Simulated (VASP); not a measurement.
# TiAl (P-6m2) in VASP: further runs, part 2 of 2

VASP 6.6.1.

## Step 3: Single point, PBEsol

This run uses another cell than the first one, of 13.37 Å³/atom, 0.836 times its volume.

File INCAR:

```
SYSTEM = TiAl
ALGO     = Normal         ! electronic algorithm
EDIFF    = 1E-7           ! SCF threshold, eV
ENCUT    = 520            ! plane-wave cutoff, eV
GGA      = PS             ! functional
ISIF     = 2              ! what is computed and relaxed
ISMEAR   = -1             ! smearing method
LASPH    = .True.         ! aspherical terms in the spheres
LCHARG   = .False.        ! write CHGCAR
LREAL    = .False.        ! projectors in reciprocal space
LWAVE    = .False.        ! write WAVECAR
NBANDS   = 14             ! bands
NELM     = 100            ! most SCF steps
PREC     = Accurate       ! precision mode
SIGMA    = 0.05           ! smearing width, eV
```

File KPOINTS:

```
k-points
0
Gamma
  11 11 6
  0 0 0
```

File POSCAR:

```
TiAl
1.0
    2.6498860598      0.0000000000      0.0000000000
   -1.3249430299      2.2948686449      0.0000000000
    0.0000000000      0.0000000000      4.3986189886
Ti Al
1 1
Direct
    0.0000000000      0.0000000000      0.0000000000
    0.3333333333      0.6666666667      0.5000000000
```

Potentials or basis: VASP PAW PBE potentials, release 64 (Ti_sv, Al).

The run is started by

```sh
> cat potpaw_PBE.64/Ti_sv/POTCAR potpaw_PBE.64/Al/POTCAR > POTCAR
> mpirun -np 1 vasp_std > vasp.out
```

OUTCAR:

```text
SYSTEM = TiAl
   EDIFF = 1E-7
   ENCUT = 520
   GGA = PS
   ISIF = 2
   ISMEAR = -1
   LASPH = .True.
   LREAL = .False.
   NELM = 100
   PREC = Accurate

 ion  position               nearest neighbor table
   1  0.000  0.000  0.000-   2 2.68   2 2.68   2 2.68   2 2.68   2 2.68   2 2.68
   2  0.333  0.667  0.500-   1 2.68   1 2.68   1 2.68   1 2.68   1 2.68   1 2.68

  LATTYP: Found a hexagonal cell.
 ALAT       =     2.6498860598
 C/A-ratio  =     1.6599275929

  Lattice vectors:

 A1 = (   2.6498860598,   0.0000000000,   0.0000000000)
 A2 = (  -1.3249430299,   2.2948686449,   0.0000000000)
 A3 = (   0.0000000000,   0.0000000000,   4.3986189886)

Analysis of symmetry for initial positions (statically):
=====================================================================
 Subroutine PRICEL returns:
 Original cell was already a primitive cell.

 Routine SETGRP: Setting up the symmetry group for a
 hexagonal supercell.

 Subroutine GETGRP returns: Found 12 space group operations
 (whereof 12 operations were pure point group operations)
 out of a pool of 24 trial point group operations.

The static configuration has the point symmetry D_3h.

Analysis of symmetry for dynamics (positions and initial velocities):
=====================================================================
 Subroutine PRICEL returns:
 Original cell was already a primitive cell.

 Routine SETGRP: Setting up the symmetry group for a
 hexagonal supercell.

 Subroutine GETGRP returns: Found 12 space group operations
 (whereof 12 operations were pure point group operations)
 out of a pool of 24 trial point group operations.

The dynamic configuration has the point symmetry D_3h.

 Subroutine INISYM returns: Found 12 space group operations
 (whereof 12 operations are pure point group operations),
 and found     1 'primitive' translations

----------------------------------------------------------------------------------------

                                     Primitive cell

  volume of cell :      26.7486

  direct lattice vectors                    reciprocal lattice vectors
     2.649886060  0.000000000  0.000000000     0.377374716  0.217877394  0.000000000
    -1.324943030  2.294868645  0.000000000     0.000000000  0.435754788  0.000000000
     0.000000000  0.000000000  4.398618989     0.000000000  0.000000000  0.227344083

  length of vectors
     2.649886060  2.649886060  4.398618989     0.435754788  0.435754788  0.227344083

  position of ions in fractional coordinates (direct lattice)
     0.000000000  0.000000000  0.000000000
     0.333333333  0.666666667  0.500000000

  ion indices of the primitive-cell ions
   primitive index   ion index
                 1           1
                 2           2

----------------------------------------------------------------------------------------

 KPOINTS: k-points

Automatic generation of k-mesh.
 Grid dimensions read from file:
 generate k-points for:   11   11    6

 Generating k-lattice:

  Cartesian coordinates                     Fractional coordinates (reciprocal lattice)
     0.034306792  0.019807036  0.000000000     0.090909091  0.000000000  0.000000000
     0.000000000  0.039614072  0.000000000     0.000000000  0.090909091  0.000000000
     0.000000000  0.000000000  0.037890680     0.000000000  0.000000000  0.166666667

  Length of vectors
     0.039614072  0.039614072  0.037890680

  Shift w.r.t. Gamma in fractional coordinates (k-lattice)
     0.000000000  0.000000000  0.000000000

 Subroutine IBZKPT returns following result:
 ===========================================

 Found     64 irreducible k-points:

 Following reciprocal coordinates:
            Coordinates               Weight
  0.000000  0.000000  0.000000      1.000000
  0.090909  0.000000  0.000000      6.000000
  0.181818  0.000000  0.000000      6.000000
  0.272727  0.000000  0.000000      6.000000
  0.363636  0.000000  0.000000      6.000000
  0.454545  0.000000  0.000000      6.000000
[... 16 lines left out ...]
  0.090909  0.090909  0.166667     12.000000
  0.181818  0.090909  0.166667     24.000000
 [... further k-points ...]
   k-points           NKPTS =     64   k-points in BZ     NKDIM =     64   number of bands    NBANDS=     14
   number of dos      NEDOS =    301   number of ions     NIONS =      2
   total plane-waves  NPLWV =  14400
   dimension x,y,z NGX =    20 NGY =   20 NGZ =   36
   dimension x,y,z NGXF=    40 NGYF=   40 NGZF=   72
   ions per type =               1   1
   NGX,Y,Z   is equivalent  to a cutoff of  12.55, 12.55, 13.61 a.u.
   NGXF,Y,Z  is equivalent  to a cutoff of  25.09, 25.09, 27.21 a.u.
 SYSTEM =  TiAl
   PREC   = accura    normal or accurate (medium, high low for compatibility)
   ISTART =      0    job   : 0-new  1-cont  2-samecut
   ICHARG =      2    charge: 1-file 2-atom 10-const
   ISPIN  =      1    spin polarized calculation?
   LNONCOLLINEAR =      F non collinear calculations
   LSORBIT =      F    spin-orbit coupling
   LASPH  =      T    aspherical Exc in radial PAW
   ENCUT  =  520.0 eV  38.22 Ry    6.18 a.u.   4.93  4.93  8.18*2*pi/ulx,y,z
   NELM   =    100;   NELMIN=  2; NELMDL= -5     # of ELM steps
   EDIFF  = 0.1E-06   stopping-criterion for ELM
   LREAL  =      F    real-space projection
   EDIFFG = 0.1E-05   stopping-criterion for IOM
   NSW    =      0    number of steps for IOM
   IBRION =     -1    ionic relax: 0-MD 1-quasi-New 2-CG
   NFREE  =      0    steps in history (QN), initial steepest desc. (CG)
   ISIF   =      2    stress and relaxation
   ISYM   =      2    0-nonsym 1-usesym 2-fastsym
   POTIM  = 0.5000    time-step for ionic-motion
   TEBEG  =    0.0;   TEEND  =   0.0 temperature during run
   PSTRESS=    0.0 pullay stress
   NELECT =      15.0000    total number of electrons
   NUPDOWN=      -1.0000    fix difference up-down
   EMIN   =  10.00;   EMAX   =-10.00  energy-range for DOS
   EFERMI =   0.00;   METHOD = LEGACY
   ISMEAR =    -1;   SIGMA  =   0.05  broadening in eV -4-tet -1-fermi 0-gaus
   EFERMI_NEDOS =   21; number of points for ismear=-14 and -15
   IALGO  =     38    algorithm
   IMIX   =      4    mixing-type and parameters
     AMIX     =   0.40;   BMIX     =  1.00
     AMIX_MAG =   1.60;   BMIX_MAG =  1.00
  volume/ion in A,a.u.               =      13.37        90.25
  Fermi-wavevector in a.u.,A,eV,Ry     =   1.350014  2.551156 24.797115  1.822537
  Thomas-Fermi vector in A             =   2.477553
   LORBIT       =      0    0 simple, 1 ext, 2 COOP (PROOUT), +10 PAW based schemes
   GGA     = PS    functional components
   LHFCALC =     F    Hartree Fock is set to
   AEXX    =    0.0000 exact exchange contribution
   IVDW    =     0    specifies the selected vdW correction
   LEPSILON=     F    determine dielectric tensor
   LRPA    =     F    only Hartree local field effects (RPA)
 non-spin polarized calculation
  energy-cutoff  :      520.00
  volume of cell :       26.75
 maximum number of plane-waves:       746
 NGX is ok and might be reduce to    20
   NGX =  9   NGY =  9   NGZ = 17

 number of electron      15.0000003 magnetization

 Free energy of the ion-electron system (eV)
  ---------------------------------------------------
  ext. energy  EPLUGINS =         0.00000000
  ---------------------------------------------------
  free energy    TOTEN  =       -12.47810980 eV

  energy without entropy =      -12.46016555  energy(sigma->0) =      -12.46913768

 E-fermi :  10.2675     XC(G=0): -12.0019

 val. band max:       10.2571439766   @ k =   0.1818   0.0909   0.5000
 cond. band min:      10.2732194518   @ k =   0.2727   0.2727   0.3333
 fundamental gap:      0.0160754752
 Fermi energy:        10.2674661486

 k-point     1 :       0.0000    0.0000    0.0000
  band No.  band energies     occupation
      1     -45.5862      2.00000
      2     -22.0554      2.00000
      3     -21.2739      2.00000
      4     -21.2739      2.00000
      5       0.1567      2.00000
      6       7.6185      2.00000
      7       8.2057      2.00000
      8      11.7827      0.00000
      9      11.7827      0.00000
     10      13.8543      0.00000
     11      13.8543      0.00000
     12      15.0326      0.00000
     13      24.8103      0.00000
     14      24.8103      0.00000
[... 375 lines left out ...]
 k-point    24 :       0.1818    0.0909    0.1667
  band No.  band energies     occupation
      1     -45.4735      2.00000
      2     -21.9547      2.00000
      3     -21.8375      2.00000
      4     -21.4251      2.00000
      5       1.9667      2.00000
      6       7.5874      2.00000
      7       9.5175      2.00000
      8      10.5234      0.01189
      9      13.0663      0.00000
     10      13.3013      0.00000
     11      13.3281      0.00000
     12      16.4783      0.00000
     13      18.1513      0.00000
     14      20.2338      0.00000

 [... further k-points ...]
[... 5 lines left out ...]
  --------------------------------------------------------------------------------------
  -------------------------------------------------------------------------------------
  Total        4.9999659      4.9999659      5.0194890      0.0000000      0.0000000      0.0000000
  in kB      299.4858104    299.4858104    300.6551918      0.0000000      0.0000000      0.0000000
  external PRESSURE =     299.8756042 kB  Pullay stress =       0.0000000 kB

 VOLUME and BASIS-vectors are now :
 -----------------------------------------------------------------------------
  energy-cutoff  :      520.00
  volume of cell :       26.75
      direct lattice vectors                 reciprocal lattice vectors
     2.649886060  0.000000000  0.000000000     0.377374716  0.217877394  0.000000000
    -1.324943030  2.294868645  0.000000000     0.000000000  0.435754788  0.000000000
     0.000000000  0.000000000  4.398618989     0.000000000  0.000000000  0.227344083

 POSITION                                       TOTAL-FORCE (eV/Angst)
 -----------------------------------------------------------------------------------
      0.00000      0.00000      0.00000         0.000000      0.000000      0.000000
     -0.00000      1.52991      2.19931         0.000000     -0.000000      0.000000
 -----------------------------------------------------------------------------------
    total drift:                                0.000000     -0.000000      0.000000

  FREE ENERGIE OF THE ION-ELECTRON SYSTEM (eV)
  ---------------------------------------------------
  free  energy   TOTEN  =       -12.4781097989 eV

  energy  without entropy=      -12.4601655519  energy(sigma->0) =      -12.46913768
```

It took 15 s on 1 thread of Intel Xeon Platinum 8488C (Sapphire Rapids), shared host; peak memory 0.15 GiB.

Results:

| Quantity | Value |
| --- | --- |
| Free energy | -12.4781 eV |
| Pressure | 30.0 GPa |

Levels at points of the mesh, in eV from the Fermi level:
| k point | band 4 | band 5 | band 6 | band 7 | band 8 | band 9 | band 10 | band 11 |
| --- | --- | --- | --- | --- | --- | --- | --- | --- |
| (0.00, 0.00, 0.00) | -31.54 | -10.11 | -2.65 | -2.06 | 1.52 | 1.52 | 3.59 | 3.59 |
| (0.00, 0.00, 0.50) | -31.54 | -9.01 | -5.82 | -0.79 | 1.53 | 1.53 | 3.49 | 3.49 |

Caveat: the PAW data sets were made with another functional, which shifts forces and pressure a little.
